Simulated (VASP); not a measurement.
Write the native input for VASP 6.6.1 that does the following.

| Item | Value |
| --- | --- |
| Task | single point |
| Functional | PBEsol |
| Potentials or basis | VASP PAW PBE potentials, release 64 (Ni, O) |
| Cutoff | 520 eV |
| k mesh | 12 × 12 × 6 |
| Occupations | gaussian, width 0.05 eV |
| Spin | no spin polarisation |
| Dipole correction | no |
| Further INCAR settings | ALGO = Normal; EDIFF = 1e-07; NBANDS = 18 |

The structure of NiO2 lies in POSCAR:

```
NiO2
1.0
    2.8221285779      0.0000000000      0.0000000000
   -1.4110642890      2.4440350412      0.0000000000
    0.0000000000      0.0000000000      4.8391038725
Ni O
1 2
Direct
    0.0000000000      0.0000000000      0.5000000000
    0.6666666667      0.3333333333      0.6373845568
    0.3333333333      0.6666666667      0.3626154432
```

This cell differs from its parent crystal: c/a of the conventional cell at fixed volume 1.7147.

One way to write it, as run:

INCAR

```
PREC = Accurate
ENCUT = 520
EDIFF = 1E-7
ISMEAR = 0
SIGMA = 0.05
LREAL = F
LASPH = T
NELM = 80
ALGO = Normal
ISIF = 2
LWAVE = F
LCHARG = T
GGA = PS
LELF = T
LVHAR = T
NBANDS = 18
```

KPOINTS

```
regular mesh
0
Gamma
  12 12 6
```

Potentials or basis: VASP PAW PBE potentials, release 64 (Ni, O).

Run with:

```bash
$ cat potpaw_PBE.64/Ni/POTCAR potpaw_PBE.64/O/POTCAR > POTCAR
$ mpirun -np 1 vasp_std > vasp.out
```

Results of the run:

The pressure is 39.7 GPa, the largest force is 5.381 eV/Å and the band gap on the k mesh is 0.73 eV, indirect (least direct gap 1.13 eV).

Caveat: the PAW data sets were made with another functional, which shifts forces and pressure a little.

Wall time 35 s on 1 thread of Intel(R) Xeon(R) Platinum 8488C (Sapphire Rapids) (shared host), peak memory 0.19 GiB.
